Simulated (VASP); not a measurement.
# LiSi16 (a cell with a defect) in VASP: a series of runs

LiSi16 (a cell with a defect) is run at these levels: PBEsol; tasks: single point.

All numbers are computed with VASP 6.6.1; they aren't measurements. Logs are shortened: lines on timing, memory, paths and dates and some standing lists are left out, and cuts for length are marked.

## Step 1: The cell of the first run

The cell holds a defect, 17 atoms: a = 7.679 Å, b = 7.679 Å, c = 7.679 Å, α = 60.00°, β = 60.00°, γ = 60.00°.

## Step 2: Single point, PBEsol

Contents of INCAR:

```
SYSTEM = LiSi16
PREC     = Accurate       ! precision mode
ENCUT    = 520            ! plane-wave cutoff, eV
EDIFF    = 1E-6           ! SCF threshold, eV
ISMEAR   = 0              ! smearing method
SIGMA    = 0.02           ! smearing width, eV
LREAL    = Auto         
LASPH    = .True.         ! aspherical terms in the spheres
NELM     = 100            ! most SCF steps
ALGO     = Normal         ! electronic algorithm
ISIF     = 2              ! what is computed and relaxed
LWAVE    = .False.        ! write WAVECAR
LCHARG   = .False.        ! write CHGCAR
GGA      = PS             ! functional
NBANDS   = 48             ! bands
NELECT   = 66.0
```

Contents of KPOINTS:

```
Automatic mesh
0
Gamma
  2 2 2
  0 0 0
```

Contents of POSCAR:

```
LiSi16
1.0
    0.0000000000      5.4300000000      5.4300000000
    5.4300000000      0.0000000000      5.4300000000
    5.4300000000      5.4300000000      0.0000000000
Si Li
16 1
Direct
   -0.0005681640      0.0004216704      0.0001704784
    0.1222140419      0.1230616939      0.1228424284
   -0.0024053940     -0.0016328766      0.5021079992
    0.1222083037      0.1230509980      0.6320749292
   -0.0024121580      0.5023301508     -0.0018374185
    0.1222011185      0.6323244625      0.1228200221
   -0.0024147865      0.5023206596      0.5020873006
    0.1270089783      0.6245184736      0.6243140190
    0.5014653830     -0.0016096555     -0.0018066787
    0.6313420865      0.1230901782      0.1228688265
    0.5014623639     -0.0016185537      0.5021245789
    0.6237432163      0.1277393244      0.6243392798
    0.5014568357      0.5023497731     -0.0018269311
    0.6237376169      0.6245373666      0.1275567311
    0.4995777399      0.5003106378      0.5001280016
    0.6237358852      0.6245297188      0.6243216690
    0.2494028327      0.2504448781      0.2501787645
```

Potentials or basis: VASP PAW PBE potentials, release 64 (Si, Li_sv).

Launch:

```console
$ cat potpaw_PBE.64/Si/POTCAR potpaw_PBE.64/Li_sv/POTCAR > POTCAR
$ mpirun -np 1 vasp_std > vasp.out
```

OUTCAR:

```text
SYSTEM = LiSi16
   PREC = Accurate
   ENCUT = 520
   EDIFF = 1E-6
   ISMEAR = 0
   LREAL = Auto
   LASPH = .True.
   NELM = 100
   ISIF = 2
   GGA = PS
   NELECT = 66.0

 ion  position               nearest neighbor table
   1  0.999  0.000  0.000-  10 2.31   2 2.31   4 2.31   6 2.31
   2  0.122  0.123  0.123-   1 2.31   9 2.38   3 2.38   5 2.38  17 2.39
   3  0.998  0.998  0.502-   8 2.34  12 2.34   4 2.38   2 2.38  17 2.74
   4  0.122  0.123  0.632-   1 2.31  11 2.38   3 2.38   7 2.38  17 2.39
   5  0.998  0.502  0.998-   8 2.34  14 2.34   6 2.38   2 2.38  17 2.74
   6  0.122  0.632  0.123-   1 2.31  13 2.38   5 2.38   7 2.38  17 2.39
   7  0.998  0.502  0.502-   8 2.34  16 2.34   6 2.38   4 2.38  17 2.74
   8  0.127  0.625  0.624-  15 2.34   7 2.34   3 2.34   5 2.34
   9  0.501  0.998  0.998-  14 2.34  12 2.34   2 2.38  10 2.38  17 2.74
  10  0.631  0.123  0.123-   1 2.31   9 2.38  11 2.38  13 2.38  17 2.39
  11  0.501  0.998  0.502-  16 2.34  12 2.34   4 2.38  10 2.38  17 2.74
  12  0.624  0.128  0.624-  15 2.34   3 2.34  11 2.34   9 2.34
  13  0.501  0.502  0.998-  16 2.34  14 2.34   6 2.38  10 2.38  17 2.74
  14  0.624  0.625  0.128-  15 2.34   5 2.34  13 2.34   9 2.34
  15  0.500  0.500  0.500-   8 2.34  16 2.34  14 2.34  12 2.34
  16  0.624  0.625  0.624-  15 2.34   7 2.34  13 2.34  11 2.34
  17  0.249  0.250  0.250-   6 2.39   4 2.39   2 2.39  10 2.39   7 2.74   5 2.74   3 2.74  13 2.74
                            11 2.74   9 2.74

  LATTYP: Found a face centered cubic cell.
 ALAT       =    10.8600000000

  Lattice vectors:

 A1 = (   0.0000000000,   5.4300000000,   5.4300000000)
 A2 = (   5.4300000000,   0.0000000000,   5.4300000000)
 A3 = (   5.4300000000,   5.4300000000,   0.0000000000)

Analysis of symmetry for initial positions (statically):
=====================================================================
 Subroutine PRICEL returns:
 Original cell was already a primitive cell.

 Routine SETGRP: Setting up the symmetry group for a
 face centered cubic supercell.

 Subroutine GETGRP returns: Found  1 space group operations
 (whereof  1 operations were pure point group operations)
 out of a pool of 48 trial point group operations.

The static configuration has the point symmetry C_1 .

Analysis of symmetry for dynamics (positions and initial velocities):
=====================================================================
 Subroutine PRICEL returns:
 Original cell was already a primitive cell.

 Routine SETGRP: Setting up the symmetry group for a
 face centered cubic supercell.

 Subroutine GETGRP returns: Found  1 space group operations
 (whereof  1 operations were pure point group operations)
 out of a pool of 48 trial point group operations.

The dynamic configuration has the point symmetry C_1 .

 Subroutine INISYM returns: Found  1 space group operations
 (whereof  1 operations are pure point group operations),
 and found     1 'primitive' translations

----------------------------------------------------------------------------------------

                                     Primitive cell

  volume of cell :     320.2060

  direct lattice vectors                    reciprocal lattice vectors
     0.000000000  5.430000000  5.430000000    -0.092081031  0.092081031  0.092081031
     5.430000000  0.000000000  5.430000000     0.092081031 -0.092081031  0.092081031
     5.430000000  5.430000000  0.000000000     0.092081031  0.092081031 -0.092081031

  length of vectors
     7.679179644  7.679179644  7.679179644     0.159489025  0.159489025  0.159489025

  position of ions in fractional coordinates (direct lattice)
     0.999431836  0.000421670  0.000170478
     0.122214042  0.123061694  0.122842428
     0.997594606  0.998367123  0.502107999
     0.122208304  0.123050998  0.632074929
     0.997587842  0.502330151  0.998162581
     0.122201119  0.632324463  0.122820022
[... 9 lines left out ...]
     0.623735885  0.624529719  0.624321669
     0.249402833  0.250444878  0.250178764

  ion indices of the primitive-cell ions
   primitive index   ion index
                 1           1
                 2           2
                 3           3
                 4           4
                 5           5
                 6           6
[... 9 lines left out ...]
                16          16
                17          17

----------------------------------------------------------------------------------------

 KPOINTS: Automatic mesh

Automatic generation of k-mesh.
 Grid dimensions read from file:
 generate k-points for:    2    2    2

 Generating k-lattice:

  Cartesian coordinates                     Fractional coordinates (reciprocal lattice)
    -0.046040516  0.046040516  0.046040516     0.500000000  0.000000000  0.000000000
     0.046040516 -0.046040516  0.046040516     0.000000000  0.500000000  0.000000000
     0.046040516  0.046040516 -0.046040516     0.000000000  0.000000000  0.500000000

  Length of vectors
     0.079744512  0.079744512  0.079744512

  Shift w.r.t. Gamma in fractional coordinates (k-lattice)
     0.000000000  0.000000000  0.000000000

 Subroutine IBZKPT returns following result:
 ===========================================

 Found      8 irreducible k-points:

 Following reciprocal coordinates:
            Coordinates               Weight
  0.000000  0.000000  0.000000      1.000000
  0.500000  0.000000  0.000000      1.000000
  0.000000  0.500000  0.000000      1.000000
  0.000000  0.000000  0.500000      1.000000
  0.500000  0.500000  0.500000      1.000000
  0.500000  0.500000  0.000000      1.000000
  0.000000  0.500000  0.500000      1.000000
  0.500000  0.000000  0.500000      1.000000
   k-points           NKPTS =      8   k-points in BZ     NKDIM =      8   number of bands    NBANDS=     48
   number of dos      NEDOS =    301   number of ions     NIONS =     17
   total plane-waves  NPLWV = 216000
   dimension x,y,z NGX =    60 NGY =   60 NGZ =   60
   dimension x,y,z NGXF=   120 NGYF=  120 NGZF=  120
   ions per type =              16   1
   NGX,Y,Z   is equivalent  to a cutoff of  12.99, 12.99, 12.99 a.u.
   NGXF,Y,Z  is equivalent  to a cutoff of  25.98, 25.98, 25.98 a.u.
 SYSTEM =  LiSi16
   PREC   = accura    normal or accurate (medium, high low for compatibility)
   ISTART =      0    job   : 0-new  1-cont  2-samecut
   ICHARG =      2    charge: 1-file 2-atom 10-const
   ISPIN  =      1    spin polarized calculation?
   LNONCOLLINEAR =      F non collinear calculations
   LSORBIT =      F    spin-orbit coupling
   LASPH  =      T    aspherical Exc in radial PAW
   ENCUT  =  520.0 eV  38.22 Ry    6.18 a.u.  14.28 14.28 14.28*2*pi/ulx,y,z
   NELM   =    100;   NELMIN=  2; NELMDL= -5     # of ELM steps
   EDIFF  = 0.1E-05   stopping-criterion for ELM
   LREAL  =      T    real-space projection
   EDIFFG = 0.1E-04   stopping-criterion for IOM
   NSW    =      0    number of steps for IOM
   IBRION =     -1    ionic relax: 0-MD 1-quasi-New 2-CG
   NFREE  =      0    steps in history (QN), initial steepest desc. (CG)
   ISIF   =      2    stress and relaxation
   ISYM   =      2    0-nonsym 1-usesym 2-fastsym
   POTIM  = 0.5000    time-step for ionic-motion
   TEBEG  =    0.0;   TEEND  =   0.0 temperature during run
   PSTRESS=    0.0 pullay stress
   NELECT =      66.0000    total number of electrons
   NUPDOWN=      -1.0000    fix difference up-down
   EMIN   =  10.00;   EMAX   =-10.00  energy-range for DOS
   EFERMI =   0.00;   METHOD = LEGACY
   ISMEAR =     0;   SIGMA  =   0.02  broadening in eV -4-tet -1-fermi 0-gaus
   EFERMI_NEDOS =   21; number of points for ismear=-14 and -15
   IALGO  =     38    algorithm
   IMIX   =      4    mixing-type and parameters
     AMIX     =   0.40;   BMIX     =  1.00
     AMIX_MAG =   1.60;   BMIX_MAG =  1.00
  volume/ion in A,a.u.               =      18.84       127.11
  Fermi-wavevector in a.u.,A,eV,Ry     =   0.967044  1.827449 12.723821  0.935174
  Thomas-Fermi vector in A             =   2.096897
   LORBIT       =      0    0 simple, 1 ext, 2 COOP (PROOUT), +10 PAW based schemes
   GGA     = PS    functional components
   LHFCALC =     F    Hartree Fock is set to
   AEXX    =    0.0000 exact exchange contribution
   IVDW    =     0    specifies the selected vdW correction
   LEPSILON=     F    determine dielectric tensor
   LRPA    =     F    only Hartree local field effects (RPA)
 non-spin polarized calculation
 Gauss-broadening in eV      SIGMA  =   0.02
  energy-cutoff  :      520.00
  volume of cell :      320.21
 maximum number of plane-waves:      8646
 NGX is ok and might be reduce to    60
   NGX = 29   NGY = 29   NGZ = 29

 number of electron      65.9999997 magnetization

 Free energy of the ion-electron system (eV)
  ---------------------------------------------------
  ext. energy  EPLUGINS =         0.00000000
  ---------------------------------------------------
  free energy    TOTEN  =       -98.75995371 eV

  energy without entropy =      -98.75995371  energy(sigma->0) =      -98.75995371

 E-fermi :   6.1150     XC(G=0):  -9.5855

 val. band max:        6.0064308405   @ k =   0.0000   0.0000   0.0000
 cond. band min:       6.5232736597   @ k =   0.0000   0.0000   0.0000
 fundamental gap:      0.5168428192
 Fermi energy:         6.1149508165

 k-point     1 :       0.0000    0.0000    0.0000
  band No.  band energies     occupation
      1     -39.7500      2.00000
      2      -5.9910      2.00000
      3      -3.7210      2.00000
      4      -3.6615      2.00000
      5      -3.6615      2.00000
      6      -3.6615      2.00000
[... 37 lines left out ...]
     44       8.2614      0.00000
     45       8.2616      0.00000

 k-point     2 :       0.5000    0.0000    0.0000
  band No.  band energies     occupation
      1     -39.7500      2.00000
      2      -5.2603      2.00000
      3      -5.1334      2.00000
      4      -3.4066      2.00000
      5      -3.3667      2.00000
      6      -3.3666      2.00000
[... 280 lines left out ...]
 k-point     8 :       0.5000    0.0000    0.5000
  band No.  band energies     occupation
      1     -39.7500      2.00000
      2      -4.9708      2.00000
      3      -4.8780      2.00000
      4      -3.9847      2.00000
      5      -3.9539      2.00000
      6      -3.9539      2.00000
[... 37 lines left out ...]
     44      10.1992      0.00000
     45      10.2820      0.00000
 [bands above 45 left out]

------------------------ aborting loop because EDIFF is reached ----------------------------------------

  FORCE on cell =-STRESS in cart. coord.  units (eV):
  Direction    XX          YY          ZZ          XY          YZ          ZX
  --------------------------------------------------------------------------------------
  -------------------------------------------------------------------------------------
  Total       -4.5333438     -4.5289330     -4.5268351      0.0008087     -0.0011627      0.0001117
  in kB      -22.6829614    -22.6608914    -22.6503948      0.0040462     -0.0058175      0.0005589
  external PRESSURE =     -22.6647492 kB  Pullay stress =       0.0000000 kB

 VOLUME and BASIS-vectors are now :
 -----------------------------------------------------------------------------
  energy-cutoff  :      520.00
  volume of cell :      320.21
      direct lattice vectors                 reciprocal lattice vectors
     0.000000000  5.430000000  5.430000000    -0.092081031  0.092081031  0.092081031
     5.430000000  0.000000000  5.430000000     0.092081031 -0.092081031  0.092081031
     5.430000000  5.430000000  0.000000000     0.092081031  0.092081031 -0.092081031

 POSITION                                       TOTAL-FORCE (eV/Angst)
 -----------------------------------------------------------------------------------
      0.00322      5.42784      5.42920        -0.002120      0.001549      0.000568
      1.33526      1.33066      1.33185        -0.004449     -0.004319     -0.004168
      8.14758      8.14339     10.83807         0.000100     -0.000644      0.001147
      4.10033      4.09576      1.33176         0.003853      0.004243     -0.004310
      8.14768     10.83692      8.14455         0.000504      0.000240     -0.000772
      4.10043      1.33046      4.09707         0.003712     -0.004321      0.004278
[... 9 lines left out ...]
      6.78126      6.77695      6.77808         0.001843      0.000832      0.001438
      2.71839      2.71273      2.71417        -0.002014      0.001653      0.000072
 -----------------------------------------------------------------------------------
    total drift:                               -0.003230      0.003488      0.001659

  FREE ENERGIE OF THE ION-ELECTRON SYSTEM (eV)
  ---------------------------------------------------
  free  energy   TOTEN  =       -98.7599537127 eV

  energy  without entropy=      -98.7599537127  energy(sigma->0) =      -98.75995371
```

It took 5.9 min on 1 thread of Intel Xeon Platinum 8488C (Sapphire Rapids), shared host; peak memory 0.48 GiB.

What came out:

| Item | Value |
| --- | --- |
| Free energy | -98.7600 eV |
| Largest force | 0.008 eV/Å |

Forces in eV/Å, atoms in the order of the input:
```
Si  -0.002  0.002  0.001
Si  -0.004 -0.004 -0.004
Si   0.000 -0.001  0.001
Si   0.004  0.004 -0.004
Si   0.001  0.000 -0.001
Si   0.004 -0.004  0.004
Si   0.000  0.000 -0.001
Si   0.003 -0.002 -0.002
Si   0.003  0.001  0.001
Si  -0.004  0.005  0.004
Si   0.000 -0.001  0.001
Si   0.000  0.000 -0.001
Si   0.000  0.000 -0.001
Si  -0.001 -0.001  0.001
Si  -0.001  0.001  0.000
Si   0.002  0.001  0.001
Li  -0.002  0.002  0.000
```

Caveat: the k points lie up to 0.50 Å⁻¹ apart; the cell carries a net charge on a neutralising background, which shifts energy and pressure; the cell is charged against a uniform background, so pressure and absolute levels hang on convention; the cutoff is under 1.25 times the usual one of these potentials, so pressure, stress and relaxed cells hold a basis-set (Pulay) error; the PAW data sets were made with another functional, which shifts forces and pressure a little.

## Step 3: Single point, PBEsol

Contents of INCAR:

```
SYSTEM = LiSi16
ALGO = Normal
EDIFF = 1E-7
ENCUT = 520
GGA = PS
ISIF = 2
ISMEAR = 0
LASPH = .TRUE.
LCHARG = .FALSE.
LREAL = Auto
LWAVE = .FALSE.
NBANDS = 48
NELECT = 66.0
NELM = 100
PREC = Accurate
SIGMA = 0.02
```

Contents of KPOINTS:

```
k-points
0
G
  2 2 2
  0 0 0
```

Contents of POSCAR:

```
LiSi16
1.0
    0.0000000000      5.4300000000      5.4300000000
    5.4300000000      0.0000000000      5.4300000000
    5.4300000000      5.4300000000      0.0000000000
Si Li
16 1
Direct
    0.0006487486     -0.0025755188      0.0009315654
    0.1226831323      0.1271497871      0.1230404314
   -0.0078609774      0.0026586806      0.5025821576
    0.1226804022      0.1271146266      0.6270642874
    0.0006180460      0.5010243689      0.0009026173
    0.1250890779      0.6249452354      0.1249955945
    0.0005841900      0.5009940175      0.4974860920
    0.1226753554      0.6232369453      0.6270302222
    0.5021486793      0.0023809297     -0.0068661140
    0.6267901980      0.1269723483      0.1230664725
    0.5020682079      0.0023083545      0.5022169794
    0.6241028486      0.1255506190      0.6250442337
    0.4976006976      0.5008629285      0.0007342806
    0.6267546733      0.6232700253      0.1230628512
    0.5019931368      0.4936684293      0.5021457522
    0.6267159946      0.6232703021      0.6268462643
    0.3725754487     -0.1236018192      0.3752010323
```

Potentials or basis: VASP PAW PBE potentials, release 64 (Si, Li_sv).

Launch:

```console
$ cat potpaw_PBE.64/Si/POTCAR potpaw_PBE.64/Li_sv/POTCAR > POTCAR
$ mpirun -np 1 vasp_std > vasp.out
```

Run time: 6.8 min. Hardware: 1 thread of Intel Xeon Platinum 8488C (Sapphire Rapids), shared host; peak memory 0.48 GiB.

It converged, with:

| Property | Result |
| --- | --- |
| Free energy | -98.7596 eV |
| Largest force | 0.039 eV/Å |

Forces in eV/Å, atoms in the order of the input:
```
Si   0.006 -0.006  0.009
Si   0.005  0.004 -0.004
Si   0.007 -0.010 -0.005
Si  -0.003 -0.005 -0.005
Si  -0.009 -0.005 -0.006
Si   0.001 -0.001 -0.001
Si   0.004  0.009 -0.005
Si   0.006 -0.006  0.002
Si   0.004 -0.013 -0.001
Si  -0.001 -0.001  0.001
Si   0.011 -0.005  0.001
Si  -0.003  0.005  0.002
Si  -0.003  0.004  0.003
Si  -0.003 -0.001  0.002
Si   0.000 -0.002 -0.010
Si   0.000  0.004  0.001
Li  -0.022  0.029  0.015
```

Levels at points of the mesh, in eV from the Fermi level:
| k point | band 30 | band 31 | band 32 | band 33 | band 34 | band 35 | band 36 | band 37 |
| --- | --- | --- | --- | --- | --- | --- | --- | --- |
| (0.00, 0.00, 0.00) | -1.34 | -0.21 | -0.21 | -0.20 | 0.31 | 0.31 | 0.31 | 0.38 |
| (0.50, 0.00, 0.00) | -1.03 | -1.03 | -0.94 | -0.94 | 0.89 | 1.08 | 1.09 | 1.27 |
| (0.00, 0.50, 0.00) | -1.03 | -1.03 | -0.94 | -0.94 | 0.90 | 1.08 | 1.08 | 1.28 |
| (0.00, 0.00, 0.50) | -1.03 | -1.03 | -0.94 | -0.94 | 0.89 | 1.08 | 1.08 | 1.27 |
| (0.50, 0.50, 0.50) | -1.03 | -1.03 | -0.94 | -0.94 | 0.90 | 1.08 | 1.08 | 1.28 |
| (0.50, 0.50, 0.00) | -1.58 | -1.58 | -1.53 | -1.49 | 0.76 | 0.83 | 1.90 | 2.02 |
| (0.00, 0.50, 0.50) | -1.58 | -1.58 | -1.53 | -1.49 | 0.76 | 0.83 | 1.90 | 2.02 |
| (0.50, 0.00, 0.50) | -1.58 | -1.58 | -1.53 | -1.49 | 0.76 | 0.83 | 1.90 | 2.02 |

Caveat: the k points lie up to 0.50 Å⁻¹ apart; the cell carries a net charge on a neutralising background, which shifts energy and pressure; the cell is charged against a uniform background, so pressure and absolute levels hang on convention; the cutoff is under 1.25 times the usual one of these potentials, so pressure, stress and relaxed cells hold a basis-set (Pulay) error; the PAW data sets were made with another functional, which shifts forces and pressure a little.
